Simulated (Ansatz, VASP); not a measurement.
**Two plane-wave programs on ZnS**

The input INCAR:

```
ALGO = Normal
EDIFF = 1E-7
ENCUT = 520
GGA = PE
ISIF = 2
ISMEAR = 0
LASPH = True
LCHARG = False
LREAL = False
LWAVE = False
NBANDS = 26
NELM = 60
PREC = Accurate
SIGMA = 0.05
```

KPOINTS

```
k-points
0
Gamma
  9 9 4
```

POSCAR

```
ZnS
1.0
    4.0333996051      0.0000000000      0.0000000000
   -2.0166998025      3.4930265216      0.0000000000
    0.0000000000      0.0000000000      5.7302508189
Zn S
2 2
Direct
    0.3333333333      0.6666666667      0.0052003725
    0.6666666667      0.3333333333      0.5052003725
    0.3333333333      0.6666666667      0.3533549446
    0.6666666667      0.3333333333      0.8533549446
```

Input for Ansatz:

```yaml
crystal:
  lattice:
    - [4.0333996051, 0.0, 0.0]
    - [-2.0166998025, 3.4930265216, 0.0]
    - [0.0, 0.0, 5.7302508189]
  atoms:
    - { symbol: Zn, position: [0.3333333333, 0.6666666667, 0.0052003725] }
    - { symbol: Zn, position: [0.6666666667, 0.3333333333, 0.5052003725] }
    - { symbol: S, position: [0.3333333333, 0.6666666667, 0.3533549446] }
    - { symbol: S, position: [0.6666666667, 0.3333333333, 0.8533549446] }
basis:
  ecutwfc: 520.0
kpoints:
  mp_grid: { grid: [9, 9, 4] }
hamiltonian:
  xc: pbe
scf:
  occupations: { method: gaussian, width: 0.05 }
output:
  forces: true
  stress: true
  eigenvalues: true
  write_density: true
  write_potential: true
  elf: true
  volumetric_format: npy
```

Alike in both runs: task single point; functional PBE; k mesh 9 × 9 × 4; occupations gaussian, width 0.05 eV; no spin polarisation.

```csv
,VASP,Ansatz
version,VASP 6.6.1,Ansatz 0.2.0
potentials or method,"VASP PAW PBE potentials, release 64 (Zn, S), cutoff 520 eV","scalar-relativistic, plane waves, PAW"
valence electrons in the cell,36,36
```

VASP gave:

```
gap on the k mesh at the Fermi level (eV)                     : 2.15
least direct gap on the mesh (eV)                             : 2.15
pressure (GPa)                                                : 8.5
traceless stress, the component that is largest in VASP (GPa) : 27.62
rms of the force components (eV/Å)                            : 2.409
```

Problem. Which values does Ansatz return?

Solution. gap on the k mesh at the Fermi level (eV): 2.14; least direct gap on the mesh (eV): 2.14; pressure (GPa): 8.3; traceless stress, the component that is largest in VASP (GPa): 27.53; rms of the force components (eV/Å): 2.399.

Atom by atom the forces differ by 0.010 eV/Å (rms over components).
